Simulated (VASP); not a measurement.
# SrAl3 in VASP: further runs

The runs below take SrAl3 through single point, with PBE.

All numbers are computed with VASP 6.6.1; they aren't measurements. Logs are shortened: lines on timing, memory, paths and dates and some standing lists are left out, and cuts for length are marked.

## Step 1: The cell of the first run

Symmetry: P4/mmm, No. 123, tetragonal system. The conventional cell has a = 4.474 Å, b = 4.474 Å, c = 4.518 Å, α = 90.00°, β = 90.00°, γ = 90.00°. Sr (site symmetry 4/mmm) has 12 Al at 3.16 to 3.18 Å within 4.2 Å. Within 4.2 Å of Al (site symmetry mmm) lie 8 Al at 3.16 to 3.18 Å and 4 Sr at 3.18 Å. Within 4.2 Å of Al (site symmetry 4/mmm) lie 4 Sr at 3.16 Å and 8 Al at 3.18 Å.

## Step 2: Single point, PBE

INCAR reads:

```
ALGO     = Fast           # electronic algorithm
EDIFF    = 1E-6           # SCF threshold, eV
ENCUT    = 520            # plane-wave cutoff, eV
GGA      = PE             # functional
ISIF     = 2              # what is computed and relaxed
ISMEAR   = 0              # smearing method
LASPH    = True           # aspherical terms in the spheres
LCHARG   = False          # write CHGCAR
LREAL    = False          # projectors in reciprocal space
LWAVE    = False          # write WAVECAR
NBANDS   = 18             # bands
NELM     = 80             # most SCF steps
PREC     = Accurate       # precision mode
SIGMA    = 0.05           # smearing width, eV
```

KPOINTS reads:

```
k-points
0
Gamma
  8 8 8
```

POSCAR reads:

```
SrAl3
1.0
    4.4737020881      0.0000000000      0.0000000000
    0.0000000000      4.4737020881      0.0000000000
    0.0000000000      0.0000000000      4.5184391090
Sr Al
1 3
Direct
    0.0000000000      0.0000000000      0.0000000000
    0.0000000000      0.5000000000      0.5000000000
    0.5000000000      0.5000000000      0.0000000000
    0.5000000000      0.0000000000      0.5000000000
```

Potentials or basis: VASP PAW PBE potentials, release 64 (Sr_sv, Al).

Run with:

```bash
cat potpaw_PBE.64/Sr_sv/POTCAR potpaw_PBE.64/Al/POTCAR > POTCAR
mpirun -np 1 vasp_std > vasp.out
```

OUTCAR:

```text
EDIFF = 1E-6
   ENCUT = 520
   GGA = PE
   ISIF = 2
   ISMEAR = 0
   LASPH = True
   LREAL = False
   NELM = 80
   PREC = Accurate

 ion  position               nearest neighbor table
   1  0.000  0.000  0.000-   3 3.16   3 3.16   3 3.16   3 3.16   4 3.18   2 3.18   2 3.18   2 3.18
                             4 3.18   4 3.18   4 3.18   2 3.18
   2  0.000  0.500  0.500-   4 3.16   4 3.16   4 3.16   4 3.16   3 3.18   1 3.18   3 3.18   1 3.18
                             3 3.18   1 3.18   3 3.18   1 3.18
   3  0.500  0.500  0.000-   1 3.16   1 3.16   1 3.16   1 3.16   4 3.18   2 3.18   4 3.18   4 3.18
                             4 3.18   2 3.18   2 3.18   2 3.18
   4  0.500  0.000  0.500-   2 3.16   2 3.16   2 3.16   2 3.16   3 3.18   1 3.18   3 3.18   3 3.18
                             1 3.18   3 3.18   1 3.18   1 3.18

  LATTYP: Found a simple tetragonal cell.
 ALAT       =     4.4737020881
 C/A-ratio  =     1.0100000000

  Lattice vectors:

 A1 = (   4.4737020881,   0.0000000000,   0.0000000000)
 A2 = (   0.0000000000,   4.4737020881,   0.0000000000)
 A3 = (   0.0000000000,   0.0000000000,   4.5184391090)

Analysis of symmetry for initial positions (statically):
=====================================================================
 Subroutine PRICEL returns:
 Original cell was already a primitive cell.

 Routine SETGRP: Setting up the symmetry group for a
 simple tetragonal supercell.

 Subroutine GETGRP returns: Found 16 space group operations
 (whereof 16 operations were pure point group operations)
 out of a pool of 16 trial point group operations.

The static configuration has the point symmetry D_4h.

Analysis of symmetry for dynamics (positions and initial velocities):
=====================================================================
 Subroutine PRICEL returns:
 Original cell was already a primitive cell.

 Routine SETGRP: Setting up the symmetry group for a
 simple tetragonal supercell.

 Subroutine GETGRP returns: Found 16 space group operations
 (whereof 16 operations were pure point group operations)
 out of a pool of 16 trial point group operations.

The dynamic configuration has the point symmetry D_4h.

 Subroutine INISYM returns: Found 16 space group operations
 (whereof 16 operations are pure point group operations),
 and found     1 'primitive' translations

----------------------------------------------------------------------------------------

                                     Primitive cell

  volume of cell :      90.4321

  direct lattice vectors                    reciprocal lattice vectors
     4.473702088  0.000000000  0.000000000     0.223528519  0.000000000  0.000000000
     0.000000000  4.473702088  0.000000000     0.000000000  0.223528519  0.000000000
     0.000000000  0.000000000  4.518439109     0.000000000  0.000000000  0.221315365

  length of vectors
     4.473702088  4.473702088  4.518439109     0.223528519  0.223528519  0.221315365

  position of ions in fractional coordinates (direct lattice)
     0.000000000  0.000000000  0.000000000
     0.000000000  0.500000000  0.500000000
     0.500000000  0.500000000  0.000000000
     0.500000000  0.000000000  0.500000000

  ion indices of the primitive-cell ions
   primitive index   ion index
                 1           1
                 2           2
                 3           3
                 4           4

----------------------------------------------------------------------------------------

 KPOINTS: k-points

Automatic generation of k-mesh.
 Grid dimensions read from file:
 generate k-points for:    8    8    8

 Generating k-lattice:

  Cartesian coordinates                     Fractional coordinates (reciprocal lattice)
     0.027941065  0.000000000  0.000000000     0.125000000  0.000000000  0.000000000
     0.000000000  0.027941065  0.000000000     0.000000000  0.125000000  0.000000000
     0.000000000  0.000000000  0.027664421     0.000000000  0.000000000  0.125000000

  Length of vectors
     0.027941065  0.027941065  0.027664421

  Shift w.r.t. Gamma in fractional coordinates (k-lattice)
     0.000000000  0.000000000  0.000000000

 Subroutine IBZKPT returns following result:
 ===========================================

 Found     75 irreducible k-points:

 Following reciprocal coordinates:
            Coordinates               Weight
  0.000000  0.000000  0.000000      1.000000
  0.125000  0.000000  0.000000      4.000000
  0.250000  0.000000  0.000000      4.000000
  0.375000  0.000000  0.000000      4.000000
  0.500000  0.000000  0.000000      2.000000
  0.125000  0.125000  0.000000      4.000000
[... 16 lines left out ...]
  0.375000  0.125000  0.125000     16.000000
  0.500000  0.125000  0.125000      8.000000
 [... further k-points ...]
   k-points           NKPTS =     75   k-points in BZ     NKDIM =     75   number of bands    NBANDS=     18
   number of dos      NEDOS =    301   number of ions     NIONS =      4
   total plane-waves  NPLWV =  46656
   dimension x,y,z NGX =    36 NGY =   36 NGZ =   36
   dimension x,y,z NGXF=    72 NGYF=   72 NGZF=   72
   ions per type =               1   3
   NGX,Y,Z   is equivalent  to a cutoff of  13.38, 13.38, 13.25 a.u.
   NGXF,Y,Z  is equivalent  to a cutoff of  26.76, 26.76, 26.49 a.u.
 SYSTEM =  unknown system
   PREC   = accura    normal or accurate (medium, high low for compatibility)
   ISTART =      0    job   : 0-new  1-cont  2-samecut
   ICHARG =      2    charge: 1-file 2-atom 10-const
   ISPIN  =      1    spin polarized calculation?
   LNONCOLLINEAR =      F non collinear calculations
   LSORBIT =      F    spin-orbit coupling
   LASPH  =      T    aspherical Exc in radial PAW
   ENCUT  =  520.0 eV  38.22 Ry    6.18 a.u.   8.32  8.32  8.40*2*pi/ulx,y,z
   NELM   =     80;   NELMIN=  2; NELMDL= -5     # of ELM steps
   EDIFF  = 0.1E-05   stopping-criterion for ELM
   LREAL  =      F    real-space projection
   EDIFFG = 0.1E-04   stopping-criterion for IOM
   NSW    =      0    number of steps for IOM
   IBRION =     -1    ionic relax: 0-MD 1-quasi-New 2-CG
   NFREE  =      0    steps in history (QN), initial steepest desc. (CG)
   ISIF   =      2    stress and relaxation
   ISYM   =      2    0-nonsym 1-usesym 2-fastsym
   POTIM  = 0.5000    time-step for ionic-motion
   TEBEG  =    0.0;   TEEND  =   0.0 temperature during run
   PSTRESS=    0.0 pullay stress
   NELECT =      19.0000    total number of electrons
   NUPDOWN=      -1.0000    fix difference up-down
   EMIN   =  10.00;   EMAX   =-10.00  energy-range for DOS
   EFERMI =   0.00;   METHOD = LEGACY
   ISMEAR =     0;   SIGMA  =   0.05  broadening in eV -4-tet -1-fermi 0-gaus
   EFERMI_NEDOS =   21; number of points for ismear=-14 and -15
   IALGO  =     68    algorithm
   IMIX   =      4    mixing-type and parameters
     AMIX     =   0.40;   BMIX     =  1.00
     AMIX_MAG =   1.60;   BMIX_MAG =  1.00
  volume/ion in A,a.u.               =      22.61       152.57
  Fermi-wavevector in a.u.,A,eV,Ry     =   0.973237  1.839151 12.887300  0.947190
  Thomas-Fermi vector in A             =   2.103600
   LORBIT       =      0    0 simple, 1 ext, 2 COOP (PROOUT), +10 PAW based schemes
   GGA     = PE    functional components
   LHFCALC =     F    Hartree Fock is set to
   AEXX    =    0.0000 exact exchange contribution
   IVDW    =     0    specifies the selected vdW correction
   LEPSILON=     F    determine dielectric tensor
   LRPA    =     F    only Hartree local field effects (RPA)
 non-spin polarized calculation
 RMM-DIIS sequential band-by-band and
 Gauss-broadening in eV      SIGMA  =   0.05
  energy-cutoff  :      520.00
  volume of cell :       90.43
 maximum number of plane-waves:      2469
 NGX is ok and might be reduce to    36
   NGX = 17   NGY = 17   NGZ = 17

 number of electron      19.0000001 magnetization

 Free energy of the ion-electron system (eV)
  ---------------------------------------------------
  ext. energy  EPLUGINS =         0.00000000
  ---------------------------------------------------
  free energy    TOTEN  =       -12.81743693 eV

  energy without entropy =      -12.81546644  energy(sigma->0) =      -12.81645168

 E-fermi :   4.8401     XC(G=0):  -9.4895

 val. band max:        4.8400971316   @ k =   0.3750   0.0000   0.5000
 cond. band min:       4.9074247592   @ k =   0.3750   0.3750   0.1250
 fundamental gap:      0.0673276276
 Fermi energy:         4.8401475096

 k-point     1 :       0.0000    0.0000    0.0000
  band No.  band energies     occupation
      1     -29.4275      2.00000
      2     -11.6102      2.00000
      3     -11.6039      2.00000
      4     -11.6039      2.00000
      5      -3.3005      2.00000
      6       2.5651      2.00000
[... 10 lines left out ...]
     17       8.9784      0.00000
     18      10.1968      0.00000

 k-point     2 :       0.1250    0.0000    0.0000
  band No.  band energies     occupation
      1     -29.4269      2.00000
      2     -11.6253      2.00000
      3     -11.6082      2.00000
      4     -11.6020      2.00000
      5      -3.1647      2.00000
      6       1.9870      2.00000
[... 10 lines left out ...]
     17       9.8777      0.00000
     18      10.2204      0.00000

 k-point     3 :       0.2500    0.0000    0.0000
  band No.  band energies     occupation
      1     -29.4255      2.00000
      2     -11.6763      2.00000
      3     -11.6034      2.00000
      4     -11.5972      2.00000
      5      -2.7706      2.00000
      6       0.8733      2.00000
[... 10 lines left out ...]
     17      10.8718      0.00000
     18      10.9863      0.00000

 k-point     4 :       0.3750    0.0000    0.0000
  band No.  band energies     occupation
      1     -29.4241      2.00000
      2     -11.7260      2.00000
      3     -11.5986      2.00000
      4     -11.5925      2.00000
      5      -2.1571      2.00000
      6      -0.2250      2.00000
[... 10 lines left out ...]
     17      10.2210      0.00000
     18      10.2814      0.00000

 k-point     5 :       0.5000    0.0000    0.0000
  band No.  band energies     occupation
      1     -29.4235      2.00000
      2     -11.7464      2.00000
      3     -11.5966      2.00000
      4     -11.5906      2.00000
      5      -1.5682      2.00000
      6      -0.9805      2.00000
[... 10 lines left out ...]
     17      10.0598      0.00000
     18      10.4134      0.00000

 k-point     6 :       0.1250    0.1250    0.0000
  band No.  band energies     occupation
      1     -29.4263      2.00000
      2     -11.6253      2.00000
      3     -11.6208      2.00000
      4     -11.6062      2.00000
      5      -3.0319      2.00000
      6       1.9482      2.00000
[... 307 lines left out ...]
 k-point    21 :       0.1250    0.1250    0.1250
  band No.  band energies     occupation
      1     -29.4258      2.00000
      2     -11.6276      2.00000
      3     -11.6212      2.00000
      4     -11.6188      2.00000
      5      -2.9045      2.00000
      6       1.9429      2.00000
[... 10 lines left out ...]
     17       9.3639      0.00000
     18      10.1654      0.00000

 k-point    22 :       0.2500    0.1250    0.1250
  band No.  band energies     occupation
      1     -29.4244      2.00000
      2     -11.6707      2.00000
      3     -11.6204      2.00000
      4     -11.6147      2.00000
      5      -2.5276      2.00000
      6       1.0428      2.00000
[... 10 lines left out ...]
     17      10.2878      0.00000
     18      10.8095      0.00000

 k-point    23 :       0.3750    0.1250    0.1250
  band No.  band energies     occupation
      1     -29.4230      2.00000
      2     -11.7188      2.00000
      3     -11.6151      2.00000
      4     -11.6094      2.00000
      5      -1.9448      2.00000
      6      -0.0177      2.00000
[... 10 lines left out ...]
     17      10.4338      0.00000
     18      10.8053      0.00000

 k-point    24 :       0.5000    0.1250    0.1250
  band No.  band energies     occupation
      1     -29.4225      2.00000
      2     -11.7385      2.00000
      3     -11.6128      2.00000
      4     -11.6072      2.00000
      5      -1.4180      2.00000
      6      -0.7116      2.00000
[... 10 lines left out ...]
     17      10.2141      0.00000
     18      11.0739      0.00000

 [... further k-points ...]
[... 5 lines left out ...]
  --------------------------------------------------------------------------------------
  -------------------------------------------------------------------------------------
  Total       -0.1117189     -0.1117189     -0.5488529      0.0000000      0.0000000      0.0000000
  in kB       -1.9793142     -1.9793142     -9.7239781      0.0000000      0.0000000      0.0000000
  external PRESSURE =      -4.5608689 kB  Pullay stress =       0.0000000 kB

 VOLUME and BASIS-vectors are now :
 -----------------------------------------------------------------------------
  energy-cutoff  :      520.00
  volume of cell :       90.43
      direct lattice vectors                 reciprocal lattice vectors
     4.473702088  0.000000000  0.000000000     0.223528519  0.000000000  0.000000000
     0.000000000  4.473702088  0.000000000     0.000000000  0.223528519  0.000000000
     0.000000000  0.000000000  4.518439109     0.000000000  0.000000000  0.221315365

 POSITION                                       TOTAL-FORCE (eV/Angst)
 -----------------------------------------------------------------------------------
      0.00000      0.00000      0.00000         0.000000      0.000000      0.000000
      0.00000      2.23685      2.25922         0.000000      0.000000      0.000000
      2.23685      2.23685      0.00000         0.000000      0.000000      0.000000
      2.23685      0.00000      2.25922         0.000000      0.000000      0.000000
 -----------------------------------------------------------------------------------
    total drift:                               -0.000000     -0.000000     -0.000000

  FREE ENERGIE OF THE ION-ELECTRON SYSTEM (eV)
  ---------------------------------------------------
  free  energy   TOTEN  =       -12.8174369268 eV

  energy  without entropy=      -12.8154664432  energy(sigma->0) =      -12.81645168
```

Run time: 2.5 min. Hardware: 1 thread of Oxide Virtual Turin-like, shared host; peak memory 0.25 GiB.

What came out:

```
Free energy : -12.8174 eV
Pressure    : -0.5 GPa
```

## Step 3: Single point, PBE, non-collinear spin, zero start, spin-orbit coupling

This run uses another cell than the first one, of 22.38 Å³/atom, 0.990 times its volume.

INCAR reads:

```
ALGO = Normal
EDIFF = 1E-6
ENCUT = 520
GGA = PE
GGA_COMPAT = False
ISIF = 2
ISMEAR = 0
LASPH = True
LCHARG = True
LORBIT = 11
LORBMOM = True
LREAL = False
LSORBIT = True
LVHAR = True
LWAVE = False
MAGMOM = 0 0 0 0 0 0 0 0 0 0 0 0
NBANDS = 33
NELM = 150
PREC = Accurate
SIGMA = 0.05
```

KPOINTS is that of step 2.

Edit POSCAR of step 2 so:

```diff
@@ -4,3 +4,3 @@
     0.0000000000      4.4737020881      0.0000000000
-    0.0000000000      0.0000000000      4.5184391090
+    0.0000000000      0.0000000000      4.4737020881
 Sr Al
```

Potentials or basis: VASP PAW PBE potentials, release 64 (Sr_sv, Al).

Run with:

```bash
cat potpaw_PBE.64/Sr_sv/POTCAR potpaw_PBE.64/Al/POTCAR > POTCAR
mpirun -np 1 vasp_ncl > vasp.out
```

OUTCAR:

```text
EDIFF = 1E-6
   ENCUT = 520
   GGA = PE
   ISIF = 2
   ISMEAR = 0
   LASPH = True
   LORBIT = 11
   LREAL = False
   LSORBIT = True
   NELM = 150
   PREC = Accurate

 ion  position               nearest neighbor table
   1  0.000  0.000  0.000-   2 3.16   3 3.16   4 3.16   2 3.16   4 3.16   2 3.16   3 3.16   2 3.16
                             3 3.16   4 3.16   4 3.16   3 3.16
   2  0.000  0.500  0.500-   1 3.16   3 3.16   4 3.16   1 3.16   3 3.16   1 3.16   4 3.16   1 3.16
                             3 3.16   4 3.16   3 3.16   4 3.16
   3  0.500  0.500  0.000-   1 3.16   2 3.16   4 3.16   2 3.16   4 3.16   1 3.16   4 3.16   4 3.16
                             1 3.16   2 3.16   2 3.16   1 3.16
   4  0.500  0.000  0.500-   1 3.16   2 3.16   3 3.16   1 3.16   3 3.16   2 3.16   3 3.16   3 3.16
                             1 3.16   2 3.16   1 3.16   2 3.16

  LATTYP: Found a simple cubic cell.
 ALAT       =     4.4737020881
[... 1179 lines left out ...]
     0.0000000     0.0000000     0.0000000     0.0000000     0.0000000     0.0000000     0.0000000

 total charge

# of ion       s       p       d       tot
------------------------------------------
    1        2.026   5.816   0.387   8.230
    2        0.455   0.296   0.000   0.751
    3        0.455   0.296   0.000   0.751
    4        0.455   0.296   0.000   0.751
--------------------------------------------------
tot          3.393   6.703   0.387  10.483

 magnetization (x)

# of ion       s       p       d       tot
------------------------------------------
    1        0.000   0.000  -0.000  -0.000
    2        0.000   0.000   0.000   0.000
    3        0.000  -0.000   0.000   0.000
    4        0.000   0.000   0.000   0.000
--------------------------------------------------
tot          0.000   0.000  -0.000   0.000

 magnetization (y)

# of ion       s       p       d       tot
------------------------------------------
    1        0.000   0.000   0.000   0.000
    2       -0.000   0.000   0.000  -0.000
    3        0.000   0.000   0.000   0.000
    4       -0.000   0.000   0.000  -0.000
--------------------------------------------------
tot         -0.000   0.000   0.000   0.000

 magnetization (z)

# of ion       s       p       d       tot
------------------------------------------
    1        0.000  -0.000   0.000   0.000
    2        0.000  -0.000   0.000   0.000
    3        0.000   0.000   0.000   0.000
    4       -0.000  -0.000   0.000  -0.000
--------------------------------------------------
tot          0.000  -0.000   0.000   0.000
```

Wall time 4.5 min (1 thread of Oxide Virtual Turin-like, shared host); peak memory 0.44 GiB.

What came out:

- Free energy: -12.9081 eV
- Pressure: 0.0 GPa
- Net moment: 0.00 μB per cell
- Valence electrons inside the program's atomic spheres: Sr 8.23; Al 0.75

Moments on the atoms (μB; x, y, z):
```
Sr  0.00 0.00 0.00
Al  0.00 0.00 0.00
Al  0.00 0.00 0.00
Al  0.00 0.00 0.00
```
